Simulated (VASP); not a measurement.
A run of VASP 6.6.1 is set up as follows.

The input INCAR:

```
SYSTEM = TaRu
ALGO = Normal
EDIFF = 1E-8
ENCUT = 520
GGA = CA
ISIF = 2
ISMEAR = -1
LASPH = .True.
LCHARG = .False.
LEFG = .True.
LREAL = .False.
LWAVE = .False.
NBANDS = 20
NELM = 60
PREC = Accurate
SIGMA = 0.05
```

KPOINTS

```
k-points
0
Gamma
  11 11 10
  0 0 0
```

Contents of POSCAR:

```
TaRu
1.0
    3.0427892214      0.0000000000      0.0000000000
    0.0000000000      3.0427892214      0.0000000000
    0.0000000000      0.0000000000      3.3776654672
Ta Ru
1 1
Direct
    0.5000000000      0.5000000000      0.5000000000
    0.0000000000      0.0000000000      0.0000000000
```

Potentials or basis: VASP PAW LDA potentials, release 64 (Ta_pv, Ru_pv).

Launch:

```sh
$ cat potpaw_LDA.64/Ta_pv/POTCAR potpaw_LDA.64/Ru_pv/POTCAR > POTCAR
$ mpirun -np 1 vasp_std > vasp.out
```

Question: Estimate the pressure.

Answer: -7.0 GPa.

Electric field gradients, principal values (V/Å²):
```
atom    least   middle  greatest (by size)
1 Ta   -6.135   -6.135              12.270
2 Ru  -13.968  -13.968              27.936
```

Caveat: without QUAD_EFG the Cq values of the log hold for a quadrupole moment of 1 mb, not for the nuclei.
